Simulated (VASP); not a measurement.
Crystal: SnSe.

```
CELL_PARAMETERS angstrom
0.00000 2.94665 2.94665
2.94665 0.00000 2.94665
2.94665 2.94665 0.00000
ATOMIC_POSITIONS crystal
Sn 0.00000 0.00000 0.00000
Se 0.50000 0.50000 0.50000
```

Base run:

- Program: VASP 6.6.1
- Functional: LDA
- Potentials or basis: VASP PAW LDA potentials, release 64 (Sn_d, Se)
- Cutoff: 520 eV
- k mesh: 10 × 10 × 10
- Occupations: gaussian, width 0.05 eV
- Spin: no spin polarisation

Its results: band gap on the k mesh 0.43 eV, indirect (least direct gap 0.57 eV); pressure 0.2 GPa.

The run is repeated on the same cell with these changes: k mesh from 10 × 10 × 10 to 8 × 8 × 8. What comes out?

Band gap on the k mesh 0.77 eV, indirect (least direct gap 0.92 eV); pressure 0.1 GPa.

Caveats: spin-orbit coupling is left out, which moves the levels of the heavy elements.

A k mesh can miss the band edges.
